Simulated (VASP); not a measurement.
Set up this calculation in VASP 6.6.1, as the native input.

* Task: relaxation of cell and atoms
* Functional: PBE
* Potentials or basis: VASP PAW PBE potentials, release 64 (Ge_d)
* Cutoff: 600 eV
* k mesh: 18 × 18 × 18
* Occupations: fermi-dirac, width 0.08 eV
* Spin: no spin polarisation
* Dipole correction: no
* Further INCAR settings: ALGO = Normal; EDIFF = 1e-06; IBRION = 2; EDIFFG = -0.005; NSW = 60; ISIF = 3

The structure of Ge lies in POSCAR:

```
Ge
1.0
   -1.6809877034      1.6809877034      1.6809877034
    1.6809877034     -1.6809877034      1.6809877034
    1.6809877034      1.6809877034     -1.6809877034
Ge
1
Direct
    0.0000000000      0.0000000000      0.0000000000
```

The input as run:

INCAR

```
ALGO = Normal ; EDIFF = 1E-6
EDIFFG = -0.005 ; ENCUT = 600
GGA = PE ; IBRION = 2
ISIF = 3 ; ISMEAR = -1
LASPH = T ; LCHARG = F
LREAL = F ; LWAVE = F
NELM = 60 ; NSW = 60
PREC = Accurate ; SIGMA = 0.08
```

KPOINTS

```
k-points
0
Gamma
  18 18 18
```

Potentials or basis: VASP PAW PBE potentials, release 64 (Ge_d).

Run with:

```console
$ cat potpaw_PBE.64/Ge_d/POTCAR > POTCAR
$ mpirun -np 1 vasp_std > vasp.out
```

Results of the run:

| Quantity | Value |
| --- | --- |
| Relaxed volume | 19.34 Å³/atom |
| Relaxed cell | a = 2.929 Å, b = 2.929 Å, c = 2.929 Å, α = 109.47°, β = 109.47°, γ = 109.47° |
| Space group after relaxing (to 0.05 Å) | Im-3m (No. 229) |
| Energy gained by relaxing | 1.2 meV/atom |
| Ionic steps | 5 |
| Pressure after relaxing | 0.0 GPa |
| Band gap on the k mesh | zero (band 7 reaches 15.42 eV, above the bottom of band 8 at 3.59 eV) |

Wall time 3.5 min on 1 thread of AMD EPYC 7R43 64-Core Processor (Zen 3), with other jobs on the host, peak memory 0.14 GiB.
